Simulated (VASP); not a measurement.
Runs of VASP 6.6.1 on Mo. The structure is that of space group Immm (No. 71), or close to it. The cells are those of the table. 

```csv
cell,further INCAR settings,gap on the mesh (eV),pressure (GPa)
"a = 2.757 Å, angles 121.7, 97.5, 110.1°, 1 atom",ALGO = Fast; EDIFF = 1e-06; NBANDS = 13,none,12.7
"a = 2.754 Å, angles 122.0, 106.3, 100.9°, 1 atom",ALGO = Fast; EDIFF = 1e-07; NBANDS = 13,none,12.7
"a = 2.758 Å, angles 120.3, 96.0, 113.0°, 1 atom",ALGO = Fast; EDIFF = 1e-06; NBANDS = 13,none,11.4
"a = 2.758 Å, angles 123.1, 99.2, 107.1°, 1 atom",ALGO = Fast; EDIFF = 1e-07; NBANDS = 13,none,(a)
```

Alike in all rows: task single point; level PBE; potentials or basis VASP PAW PBE potentials, release 64 (Mo_sv); no spin polarisation; k mesh 20 × 20 × 20; cutoff (eV) 520; smearing gaussian 0.15 eV.

Problem. Estimate the missing entries.

Solution. (a) 15.2.

A k mesh can miss the band edges, and the runs leave out spin-orbit coupling on Mo.

A gap of «none» marks levels without a gap at the run's occupations.
